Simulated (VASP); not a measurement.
Input of a VASP 6.6.1 run:

INCAR

```
SYSTEM = ZnSe3
PREC = Accurate
ENCUT = 500
EDIFF = 1E-6
ISMEAR = 0
SIGMA = 0.1
LREAL = .False.
LASPH = .True.
NELM = 120
ALGO = Normal
ISIF = 2
LWAVE = .False.
LCHARG = .False.
GGA = PE
NBANDS = 23
GGA_COMPAT = .False.
```

KPOINTS

```
Automatic mesh
0
Gamma
  4 4 4
  0 0 0
```

The input POSCAR:

```
ZnSe3
1.0
   -2.6853216000      2.6853216000      3.3113171900
    2.6853216000     -2.6853216000      3.3113171900
    2.6853216000      2.6853216000     -3.3113171900
Zn Se
1 3
Direct
    0.5000000000      0.5000000000      0.0000000000
    0.5000000000      0.0000000000      0.5000000000
    0.0000000000      0.5000000000      0.5000000000
    0.0000000000      0.0000000000      0.0000000000
```

Potentials or basis: VASP PAW PBE potentials, release 64 (Zn, Se).

Launch:

```console
$ cat potpaw_PBE.64/Zn/POTCAR potpaw_PBE.64/Se/POTCAR > POTCAR
$ mpirun -np 1 vasp_std > vasp.out
```

Task: Estimate the pressure.

Result: -2.8 GPa.

Task: Estimate the band gap on the k mesh.

Result: Zero (band 15 reaches 3.57 eV, above the bottom of band 16 at 2.04 eV).

Stress tensor (GPa, compression positive):
```
-1.05  0.00  0.00
 0.00 -1.05  0.00
 0.00  0.00 -6.39
```

Caveat: the k points lie up to 0.41 Å⁻¹ apart.
